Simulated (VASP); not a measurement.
The system is C3N.

```xyz
8
Lattice="-1.4157 -2.4520 0.0000 -4.2470 2.4520 0.0000 0.0000 0.0000 -4.9782" Properties=species:S:1:pos:R:3 pbc="T T T"
C    -2.8313    1.6347   -2.9423
C    -1.4157   -0.8173   -2.9423
C    -1.4157   -0.8173   -4.5251
C    -4.2470    0.8173   -0.4531
C    -1.4157    0.8173   -2.0360
C    -4.2470    0.8173   -2.0360
N    -2.8313    1.6347   -4.5251
N    -1.4157    0.8173   -0.4531
```

```yaml
Program: VASP 6.6.1
Task: relaxation of cell and atoms
Functional: PBE
Dispersion: D3(BJ)
Potentials_or_basis: VASP PAW PBE potentials, release 64 (C, N)
Cutoff: 600 eV
k_mesh: 8 × 4 × 4
Occupations: gaussian, width 0.02 eV
Spin: no spin polarisation
```

At the start: pressure -57.4 GPa; volume 8.64 Å³/atom.

**Question.** How do energy, volume and symmetry change on relaxing?

**Answer.** Over 24 steps the energy falls by 1642.5 meV/atom and the volume is 5.91 Å³/atom (-31.6 %); space group P2/m (No. 10, to 0.05 Å).

Step by step:
```tsv
step	energy change (eV)	largest force (eV/Å)	pressure (GPa)	volume (Å³)
1	0.0000	4.1586	-57.40	69.12
2	-6.8020	11.6375	90.87	41.70
3	-9.6076	7.7037	0.65	48.75
4	-3.1490	11.6872	159.59	39.17
5	-11.7993	4.2274	18.71	45.35
6	-11.8347	3.8029	22.46	44.97
7	-12.1482	6.4244	5.56	47.13
8	-12.8416	2.6247	8.88	46.16
9	-13.0027	1.7349	-2.61	47.66
10	-13.0500	1.0145	0.61	47.18
11	-13.0995	0.5514	-1.32	47.53
12	-13.0995	0.5508	-1.31	47.53
13	-13.1212	0.2580	-0.68	47.46
14	-13.1238	0.4032	-0.36	47.43
15	-13.1338	0.2041	0.27	47.33
16	-13.1339	0.1928	0.20	47.34
17	-13.1382	0.1785	-0.19	47.33
18	-13.1382	0.1758	-0.18	47.33
19	-13.1398	0.0699	-0.27	47.30
20	-13.1398	0.0701	-0.28	47.30
21	-13.1401	0.0510	-0.04	47.26
22	-13.1401	0.0368	-0.09	47.26
23	-13.1401	0.0248	0.00	47.24
24	-13.1402	0.0092	-0.03	47.25
```

Final structure:
```
C N
1.0
    -1.22597   -2.12344    0.00000
    -4.04951    2.33799    0.17153
     0.13662   -0.07888   -4.12697
C N
6 2
Direct
  0.00000 0.67773 0.54459
  0.50000 0.16748 0.58325
  0.50000 0.15466 0.96178
  0.50000 0.84534 0.03822
  0.00000 0.32227 0.45541
  0.50000 0.83252 0.41675
  0.00000 0.72548 0.89175
  0.00000 0.27452 0.10825
```

Caveat: the volume moved by over 15 % at a fixed basis, so the end points are rough.
